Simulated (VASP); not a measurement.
# Y (P6/mmm) in VASP: relaxation of cell and atoms with RPBE

Aim: the relaxation of cell and atoms of Y with RPBE.

All numbers are computed with VASP 6.6.1; they aren't measurements. Logs are shortened: lines on timing, memory, paths and dates and some standing lists are left out, and cuts for length are marked.

## (1) The cell of the first run

Symmetry: P6/mmm, No. 191, hexagonal system. The conventional cell has a = 5.714 Å, b = 5.714 Å, c = 3.503 Å, α = 90.00°, β = 90.00°, γ = 120.00°. Y (site symmetry 6/mmm) has 14 Y at 3.50 to 3.73 Å within 4.6 Å. Y (site symmetry -6m2) has 11 Y at 3.30 to 3.73 Å within 4.3 Å.

This isn't the form of Y at room conditions, which is hcp.

## (2) Relaxation of cell and atoms, RPBE

The input, INCAR:

```
SYSTEM = Y
ALGO     = Normal         ! electronic algorithm
EDIFF    = 1E-6           ! SCF threshold, eV
EDIFFG   = -0.01          ! ionic threshold
ENCUT    = 600            ! plane-wave cutoff, eV
GGA      = RP             ! functional
IBRION   = 2              ! ionic algorithm
ISIF     = 3              ! what is computed and relaxed
ISMEAR   = -1             ! smearing method
LASPH    = .TRUE.         ! aspherical terms in the spheres
LCHARG   = .FALSE.        ! write CHGCAR
LREAL    = .FALSE.        ! projectors in reciprocal space
LWAVE    = .FALSE.        ! write WAVECAR
NELM     = 100            ! most SCF steps
NSW      = 80             ! ionic steps
PREC     = Accurate       ! precision mode
SIGMA    = 0.1            ! smearing width, eV
```

The input, KPOINTS:

```
k-points
0
G
  7 7 9
  0 0 0
```

The input, POSCAR:

```
Y
1.0
    5.7138984743      0.0000000000      0.0000000000
   -2.8569492371      4.9483812334      0.0000000000
    0.0000000000      0.0000000000      3.5026197647
Y
3
Direct
    0.0000000000      0.0000000000      0.0000000000
    0.3333333333      0.6666666667      0.5000000000
    0.6666666667      0.3333333333      0.5000000000
```

Potentials or basis: VASP PAW PBE potentials, release 64 (Y_sv).

Command:

```console
> cat potpaw_PBE.64/Y_sv/POTCAR > POTCAR
> mpirun -np 1 vasp_std > vasp.out
```

OUTCAR:

```text
SYSTEM = Y
   EDIFF = 1E-6
   EDIFFG = -0.01
   ENCUT = 600
   GGA = RP
   IBRION = 2
   ISIF = 3
   ISMEAR = -1
   LASPH = .TRUE.
   LREAL = .FALSE.
   NELM = 100
   NSW = 80
   PREC = Accurate

 ion  position               nearest neighbor table
   1  0.000  0.000  0.000-   2 3.73   3 3.73   2 3.73   3 3.73   2 3.73   2 3.73   3 3.73   3 3.73
                             3 3.73   3 3.73   2 3.73   2 3.73
   2  0.333  0.667  0.500-   3 3.30   3 3.30   3 3.30   1 3.73   1 3.73   1 3.73   1 3.73   1 3.73
                             1 3.73
   3  0.667  0.333  0.500-   2 3.30   2 3.30   2 3.30   1 3.73   1 3.73   1 3.73   1 3.73   1 3.73
                             1 3.73

  LATTYP: Found a hexagonal cell.
 ALAT       =     5.7138984743
 C/A-ratio  =     0.6130000000

  Lattice vectors:

 A1 = (   5.7138984743,   0.0000000000,   0.0000000000)
 A2 = (  -2.8569492371,   4.9483812334,   0.0000000000)
 A3 = (   0.0000000000,   0.0000000000,   3.5026197647)

Analysis of symmetry for initial positions (statically):
=====================================================================
 Subroutine PRICEL returns:
 Original cell was already a primitive cell.

 Routine SETGRP: Setting up the symmetry group for a
 hexagonal supercell.

 Subroutine GETGRP returns: Found 24 space group operations
 (whereof 24 operations were pure point group operations)
 out of a pool of 24 trial point group operations.

The static configuration has the point symmetry D_6h.

Analysis of symmetry for dynamics (positions and initial velocities):
=====================================================================
 Subroutine PRICEL returns:
 Original cell was already a primitive cell.

 Routine SETGRP: Setting up the symmetry group for a
 hexagonal supercell.

 Subroutine GETGRP returns: Found 24 space group operations
 (whereof 24 operations were pure point group operations)
 out of a pool of 24 trial point group operations.

The dynamic configuration has the point symmetry D_6h.

 Subroutine INISYM returns: Found 24 space group operations
 (whereof 24 operations are pure point group operations),
 and found     1 'primitive' translations

----------------------------------------------------------------------------------------

                                     Primitive cell

  volume of cell :      99.0350

  direct lattice vectors                    reciprocal lattice vectors
     5.713898474  0.000000000  0.000000000     0.175011860  0.101043144  0.000000000
    -2.856949237  4.948381233  0.000000000     0.000000000  0.202086289  0.000000000
     0.000000000  0.000000000  3.502619765     0.000000000  0.000000000  0.285500587

  length of vectors
     5.713898474  5.713898474  3.502619765     0.202086289  0.202086289  0.285500587

  position of ions in fractional coordinates (direct lattice)
     0.000000000  0.000000000  0.000000000
     0.333333333  0.666666667  0.500000000
     0.666666667  0.333333333  0.500000000

  ion indices of the primitive-cell ions
   primitive index   ion index
                 1           1
                 2           2
                 3           3

----------------------------------------------------------------------------------------

 KPOINTS: k-points

Automatic generation of k-mesh.
 Grid dimensions read from file:
 generate k-points for:    7    7    9

 Generating k-lattice:

  Cartesian coordinates                     Fractional coordinates (reciprocal lattice)
     0.025001694  0.014434735  0.000000000     0.142857143  0.000000000  0.000000000
     0.000000000  0.028869470  0.000000000     0.000000000  0.142857143  0.000000000
     0.000000000  0.000000000  0.031722287     0.000000000  0.000000000  0.111111111

  Length of vectors
     0.028869470  0.028869470  0.031722287

  Shift w.r.t. Gamma in fractional coordinates (k-lattice)
     0.000000000  0.000000000  0.000000000

 Subroutine IBZKPT returns following result:
 ===========================================

 Found     40 irreducible k-points:

 Following reciprocal coordinates:
            Coordinates               Weight
  0.000000  0.000000  0.000000      1.000000
  0.142857  0.000000  0.000000      6.000000
  0.285714  0.000000  0.000000      6.000000
  0.428571 -0.000000  0.000000      6.000000
  0.142857  0.142857  0.000000      6.000000
  0.285714  0.142857  0.000000     12.000000
[... 16 lines left out ...]
  0.428571  0.142857  0.222222     12.000000
  0.285714  0.285714  0.222222     12.000000
 [... further k-points ...]
   k-points           NKPTS =     40   k-points in BZ     NKDIM =     40   number of bands    NBANDS=     20
   number of dos      NEDOS =    301   number of ions     NIONS =      3
   total plane-waves  NPLWV =  64512
   dimension x,y,z NGX =    48 NGY =   48 NGZ =   28
   dimension x,y,z NGXF=    96 NGYF=   96 NGZF=   56
   ions per type =               3
   NGX,Y,Z   is equivalent  to a cutoff of  13.97, 13.97, 13.29 a.u.
   NGXF,Y,Z  is equivalent  to a cutoff of  27.93, 27.93, 26.58 a.u.
 SYSTEM =  Y
   PREC   = accura    normal or accurate (medium, high low for compatibility)
   ISTART =      0    job   : 0-new  1-cont  2-samecut
   ICHARG =      2    charge: 1-file 2-atom 10-const
   ISPIN  =      1    spin polarized calculation?
   LNONCOLLINEAR =      F non collinear calculations
   LSORBIT =      F    spin-orbit coupling
   LASPH  =      T    aspherical Exc in radial PAW
   ENCUT  =  600.0 eV  44.10 Ry    6.64 a.u.  11.41 11.41  7.00*2*pi/ulx,y,z
   NELM   =    100;   NELMIN=  2; NELMDL= -5     # of ELM steps
   EDIFF  = 0.1E-05   stopping-criterion for ELM
   LREAL  =      F    real-space projection
   EDIFFG = -.1E-01   stopping-criterion for IOM
   NSW    =     80    number of steps for IOM
   IBRION =      2    ionic relax: 0-MD 1-quasi-New 2-CG
   NFREE  =      1    steps in history (QN), initial steepest desc. (CG)
   ISIF   =      3    stress and relaxation
   ISYM   =      2    0-nonsym 1-usesym 2-fastsym
   POTIM  = 0.5000    time-step for ionic-motion
   TEBEG  =    0.0;   TEEND  =   0.0 temperature during run
   PSTRESS=    0.0 pullay stress
   NELECT =      33.0000    total number of electrons
   NUPDOWN=      -1.0000    fix difference up-down
   EMIN   =  10.00;   EMAX   =-10.00  energy-range for DOS
   EFERMI =   0.00;   METHOD = LEGACY
   ISMEAR =    -1;   SIGMA  =   0.10  broadening in eV -4-tet -1-fermi 0-gaus
   EFERMI_NEDOS =   21; number of points for ismear=-14 and -15
   IALGO  =     38    algorithm
   IMIX   =      4    mixing-type and parameters
     AMIX     =   0.40;   BMIX     =  1.00
     AMIX_MAG =   1.60;   BMIX_MAG =  1.00
  volume/ion in A,a.u.               =      33.01       222.77
  Fermi-wavevector in a.u.,A,eV,Ry     =   1.134967  2.144777 17.526348  1.288150
  Thomas-Fermi vector in A             =   2.271671
   LORBIT       =      0    0 simple, 1 ext, 2 COOP (PROOUT), +10 PAW based schemes
   GGA     = RP    functional components
   LHFCALC =     F    Hartree Fock is set to
   AEXX    =    0.0000 exact exchange contribution
   IVDW    =     0    specifies the selected vdW correction
   LEPSILON=     F    determine dielectric tensor
   LRPA    =     F    only Hartree local field effects (RPA)
 conjugate gradient relaxation of ions
 non-spin polarized calculation
  energy-cutoff  :      600.00
  volume of cell :       99.03
 maximum number of plane-waves:      3344
 NGX is ok and might be reduce to    48
   NGX = 23   NGY = 23   NGZ = 13

--------------------------------------- Ionic step        1  -------------------------------------------

 number of electron      33.0000000 magnetization

 Free energy of the ion-electron system (eV)
  ---------------------------------------------------
  ext. energy  EPLUGINS =         0.00000000
  ---------------------------------------------------
  free energy    TOTEN  =       -18.22449420 eV

  energy without entropy =      -18.03163154  energy(sigma->0) =      -18.12806287

------------------------ aborting loop because EDIFF is reached ----------------------------------------

  FORCE on cell =-STRESS in cart. coord.  units (eV):
  Direction    XX          YY          ZZ          XY          YZ          ZX
  --------------------------------------------------------------------------------------
  -------------------------------------------------------------------------------------
  Total        0.3227141      0.3227141      0.9649685      0.0000000      0.0000000      0.0000000
  in kB        5.2208340      5.2208340     15.6111556      0.0000000      0.0000000      0.0000000
  external PRESSURE =       8.6842745 kB  Pullay stress =       0.0000000 kB
[... 133 lines left out ...]
  energy  without entropy=      -18.0400098057  energy(sigma->0) =      -18.13723650

--------------------------------------- Ionic step        5  -------------------------------------------

 number of electron      32.9999998 magnetization

 Free energy of the ion-electron system (eV)
  ---------------------------------------------------
  ext. energy  EPLUGINS =         0.00000000
  ---------------------------------------------------
  free energy    TOTEN  =       -18.23454210 eV

  energy without entropy =      -18.04081544  energy(sigma->0) =      -18.13767877

 E-fermi :   2.9171     XC(G=0):  -9.2205

 val. band max:        2.9170604724   @ k =   0.4286  -0.0000   0.4444
 cond. band min:       2.9187076871   @ k =   0.2857   0.1429   0.3333
 fundamental gap:      0.0016472147
 Fermi energy:         2.9170936104

 k-point     1 :       0.0000    0.0000    0.0000
  band No.  band energies     occupation
      1     -39.9015      2.00000
      2     -39.8098      2.00000
      3     -39.8094      2.00000
      4     -20.0567      2.00000
      5     -20.0567      2.00000
      6     -19.8721      2.00000
[... 12 lines left out ...]
     19       3.3903      0.01747
[... 513 lines left out ...]
      4     -20.1097      2.00000
      5     -19.9552      2.00000
      6     -19.8972      2.00000
[... 12 lines left out ...]
     19       3.8132      0.00026
     20       3.8518      0.00017

 [... further k-points ...]

------------------------ aborting loop because EDIFF is reached ----------------------------------------

  FORCE on cell =-STRESS in cart. coord.  units (eV):
  Direction    XX          YY          ZZ          XY          YZ          ZX
  --------------------------------------------------------------------------------------
  -------------------------------------------------------------------------------------
  Total       -0.0097556     -0.0097556     -0.0160568     -0.0000000      0.0000000     -0.0000000
  in kB       -0.1541164     -0.1541164     -0.2536611     -0.0000000      0.0000000     -0.0000000
  external PRESSURE =      -0.1872979 kB  Pullay stress =       0.0000000 kB
[... 18 lines left out ...]
  FREE ENERGIE OF THE ION-ELECTRON SYSTEM (eV)
  ---------------------------------------------------
  free  energy   TOTEN  =       -18.2345421027 eV

  energy  without entropy=      -18.0408154428  energy(sigma->0) =      -18.13767877

 reached required accuracy - stopping structural energy minimisation
```

It took 3.4 min on 1 thread of Intel Xeon Platinum 8488C (Sapphire Rapids), shared host; peak memory 0.3 GiB.

Results:

```yaml
Free_energy: -18.2345 eV
Relaxed_volume: 33.81 Å³/atom
Relaxed_cell: a = 5.724 Å, b = 5.724 Å, c = 3.575 Å, α = 90.00°, β = 90.00°, γ = 120.00°
Space_group_after_relaxing_to_0.1_Å: P6/mmm (No. 191)
Energy_gained_by_relaxing: 3.3 meV/atom
Ionic_steps: 5
Pressure_after_relaxing: 0.0 GPa
Band_gap_on_the_k_mesh: zero (an odd number of electrons rules out a gap without spin polarisation)
```

Step by step:
| step | energy change (eV) | largest force (eV/Å) | pressure (GPa) | volume (Å³) |
| --- | --- | --- | --- | --- |
| 1 | 0.0000 | 0.0000 | 0.87 | 99.03 |
| 2 | -0.0091 | 0.0000 | -0.09 | 101.62 |
| 3 | -0.0091 | 0.0000 | -0.14 | 101.72 |
| 4 | -0.0100 | 0.0000 | -0.05 | 101.51 |
| 5 | -0.0100 | 0.0000 | -0.02 | 101.42 |

Final structure:
```
Y
1.0
     5.72379    0.00000    0.00000
    -2.86189    4.95694    0.00000
     0.00000    0.00000    3.57454
Y
3
Direct
  0.00000 0.00000 0.00000
  0.33333 0.66667 0.50000
  0.66667 0.33333 0.50000
```

Levels at points of the mesh, in eV from the Fermi level:
| k point | band 14 | band 15 | band 16 | band 17 | band 18 | band 19 |
| --- | --- | --- | --- | --- | --- | --- |
| (0.00, 0.00, 0.00) | -0.92 | 0.03 | 0.03 | 0.09 | 0.09 | 0.47 |

Caveat: the PAW data sets were made with another functional, which shifts forces and pressure a little.
